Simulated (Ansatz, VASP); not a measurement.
**Two plane-wave programs on Pt**

The input INCAR:

```
PREC = Accurate
ENCUT = 500
EDIFF = 1E-6
ISMEAR = 0
SIGMA = 0.1
LREAL = F
LASPH = T
NELM = 200
ALGO = Normal
ISIF = 2
LWAVE = F
LCHARG = T
ISPIN = 2
MAGMOM = 0
LORBIT = 11
LMAXMIX = 4
GGA = PS
LELF = T
LVHAR = T
NBANDS = 15
GGA_COMPAT = F
```

File KPOINTS:

```
Automatic mesh
0
Gamma
  16 16 16
```

File POSCAR:

```
Pt
1.0
    0.0123536700      1.9990983320      1.9803717370
    1.8748949260      0.0683765830      1.9243488240
    1.9281921880      1.9963726810      0.0150793210
Pt
1
Direct
    0.0000000000      0.0000000000      0.0000000000
```

Input for Ansatz:

```yaml
crystal:
  lattice:
    - [0.01235367, 1.999098332, 1.980371737]
    - [1.874894926, 0.068376583, 1.924348824]
    - [1.928192188, 1.996372681, 0.015079321]
  atoms:
    - { symbol: Pt, position: [0.0, 0.0, 0.0] }
basis:
  ecutwfc: 420
  ecutrho_ratio: 4
kpoints:
  mp_grid: { grid: [16, 16, 16] }
hamiltonian:
  xc: pbesol
scf:
  occupations: { method: gaussian, width: 0.1 }
output:
  forces: true
  eigenvalues: true
  stress: true
magnetization:
  spin_polarized: true
```

Alike in both runs: task single point; functional PBEsol; k mesh 16 × 16 × 16; occupations gaussian, width 0.1 eV; collinear spin.

```csv
,VASP,Ansatz
version,VASP 6.6.1,Ansatz 0.2.0
potentials or method,"VASP PAW PBE potentials, release 64 (Pt), cutoff 500 eV","scalar-relativistic, plane waves, PAW"
valence electrons in the cell,10,18
```

VASP gave:

- gap on the k mesh at the Fermi level (eV): none
- pressure (GPa): 12.7
- traceless stress, the component that is largest in VASP (GPa): -3.88
- net moment per atom (μB): 0.00

Which values does Ansatz return?

gap on the k mesh at the Fermi level (eV): none; pressure (GPa): 13.1; traceless stress, the component that is largest in VASP (GPa): -3.86; net moment per atom (μB): 0.00.

VASP's potentials were made for PBE, not for PBEsol. A gap of «none» marks a metal or a gap that the smearing closes. The functional is the same, so the differences come from potentials, cutoffs and numerics. VASP's potentials hold 10 valence electrons a cell and Ansatz's 18, so a difference there can come from the potentials and not from the codes. Ansatz's warnings: no starting moments, stability check not made.

Neither program's run includes spin-orbit coupling.
